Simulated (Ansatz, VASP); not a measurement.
Two plane-wave programs on B2O

```
CELL_PARAMETERS angstrom
2.87900 0.00000 0.00000
-1.43950 2.49329 0.00000
0.00000 0.00000 7.05200
ATOMIC_POSITIONS crystal
B 0.00000 0.00000 0.38000
B 0.00000 0.00000 0.62000
B 0.66667 0.33333 0.02300
B 0.33333 0.66667 0.97700
O 0.66667 0.33333 0.30600
O 0.33333 0.66667 0.69400
```

Alike in both runs: task relaxation of cell and atoms; functional PBE; dispersion D3(BJ); k mesh 6 × 6 × 4; occupations gaussian, width 0.1 eV; no spin polarisation.

|  | VASP | Ansatz |
| --- | --- | --- |
| version | VASP 6.6.1 | Ansatz 0.2.0 |
| potentials or method | VASP PAW PBE potentials, release 64 (B, O), cutoff 600 eV | scalar-relativistic, plane waves, PAW |
| valence electrons in the cell | 24 | 24 |

Ansatz gave:

```
gap on the k mesh at the Fermi level, each at its own relaxed structure (eV) : none
relaxed volume (Å³/atom)                                                     : 9.16
relaxed cell length with the largest relative difference (Å)                 : 9.495
```

Task: What did VASP give for the same quantities?

Result: gap on the k mesh at the Fermi level, each at its own relaxed structure (eV): none; relaxed volume (Å³/atom): 8.67; relaxed cell length with the largest relative difference (Å): 8.954.

A gap of «none» marks a metal or a gap that the smearing closes. One of these differences is far larger than is usual between the two programs; its cause wasn't traced. Ansatz's warnings: structure snapped to symmetry.

The k mesh is coarse, so the values compare programs but aren't converged.
